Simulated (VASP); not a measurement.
Input of a VASP 6.6.1 run:

INCAR

```
SYSTEM = InSb
  PREC = Accurate
  ENCUT = 400
  EDIFF = 1E-8
  ISMEAR = -1
  SIGMA = 0.03
  LREAL = .False.
  LASPH = .True.
  NELM = 120
  ALGO = Normal
  ISIF = 2
  LWAVE = .False.
  LCHARG = .False.
  GGA = PE
  LEFG = .True.
  NBANDS = 16
  GGA_COMPAT = .False.
```

The input KPOINTS:

```
Automatic mesh
0
Gamma
  10 10 10
  0 0 0
```

Contents of POSCAR:

```
InSb
1.0
    0.0000000000      3.2391000000      3.1743180000
    3.2391000000      0.0000000000      3.1743180000
    3.2391000000      3.2391000000      0.0000000000
In Sb
1 1
Direct
    0.0000000000      0.0000000000      0.0000000000
    0.7500000000      0.7500000000      0.7500000000
```

Potentials or basis: VASP PAW PBE potentials, release 64 (In_d, Sb).

Run with:

```console
$ cat potpaw_PBE.64/In_d/POTCAR potpaw_PBE.64/Sb/POTCAR > POTCAR
$ mpirun -np 1 vasp_std > vasp.out
```

(1) Estimate the band gap on the k mesh.

(2) Estimate the pressure.

Answers

(1) 0.10 eV, direct.

(2) 4.2 GPa.

Caveat: the cell differs from its parent crystal (zz strain of -2 %); without QUAD_EFG the Cq values of the log hold for a quadrupole moment of 1 mb, not for the nuclei; spin-orbit coupling is left out, which moves the levels of the heavy elements.
